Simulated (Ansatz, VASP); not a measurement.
## One calculation of Hf, two programs

```xyz
4
Lattice="-3.1587 0.0000 0.0000 0.0000 0.0000 -5.0005 0.0000 -5.4711 0.0000" Properties=species:S:1:pos:R:3 pbc="T T T"
Hf   -1.5794   -0.9118   -3.7504
Hf    0.0000   -3.6474   -3.7504
Hf    0.0000   -1.8237   -1.2501
Hf   -1.5794   -4.5592   -1.2501
```

Alike in both runs: task relaxation of cell and atoms; functional PBEsol; k mesh 14 × 10 × 8; occupations gaussian, width 0.1 eV; no spin polarisation.

|  | VASP | Ansatz |
| --- | --- | --- |
| version | VASP 6.6.1 | Ansatz 0.2.0 |
| potentials or method | VASP PAW PBE potentials, release 64 (Hf_pv), cutoff 600 eV | scalar-relativistic, plane waves, PAW |
| valence electrons in the cell | 40 | 104 |

|  | VASP | Ansatz | Ansatz less VASP |
| --- | --- | --- | --- |
| gap on the k mesh at the Fermi level, each at its own relaxed structure (eV) | none | none | - |
| relaxed volume (Å³/atom) | 21.53 | 21.60 | +0.075 |
| relaxed length of the cell vector where the two differ most in proportion (Å) | 4.992 | 5.001 | +0.0080 |

VASP's potentials were made for PBE, not for PBEsol. A gap of «none» marks a metal or a gap that the smearing closes. VASP's potentials hold 40 valence electrons a cell and Ansatz's 104, so a difference there can come from the potentials and not from the codes.

Spin-orbit coupling is off throughout. Noted on VASP's run: too few bands were computed for a metal, which touches its energy and stress.
